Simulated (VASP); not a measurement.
Input of a VASP 6.6.1 run:

The input INCAR:

```
SYSTEM = CaO
  PREC = Accurate
  ENCUT = 520
  EDIFF = 1E-7
  ISMEAR = 0
  SIGMA = 0.01
  LREAL = .FALSE.
  LASPH = .TRUE.
  NELM = 100
  ALGO = Normal
  ISIF = 2
  LWAVE = .FALSE.
  LCHARG = .FALSE.
  NBANDS = 15
```

The input KPOINTS:

```
regular mesh
0
G
  8 8 8
  0 0 0
```

POSCAR

```
CaO
1.0
    0.0000000000      2.4065000000      2.4065000000
    2.4065000000      0.0000000000      2.4065000000
    2.4065000000      2.4065000000      0.0000000000
Ca O
1 1
Direct
    0.0000000000      0.0000000000      0.0000000000
    0.5000000000      0.5000000000      0.5000000000
```

Potentials or basis: VASP PAW LDA potentials, release 64 (Ca_sv, O).

Run with:

```bash
$ cat potpaw_LDA.64/Ca_sv/POTCAR potpaw_LDA.64/O/POTCAR > POTCAR
$ mpirun -np 1 vasp_std > vasp.out
```

(1) Predict the band gap on the k mesh.

(2) Predict the pressure.

## Answers

(1) 3.46 eV (least direct gap 3.84 eV).

(2) -6.6 GPa.

Caveat: the cell stands under tension.
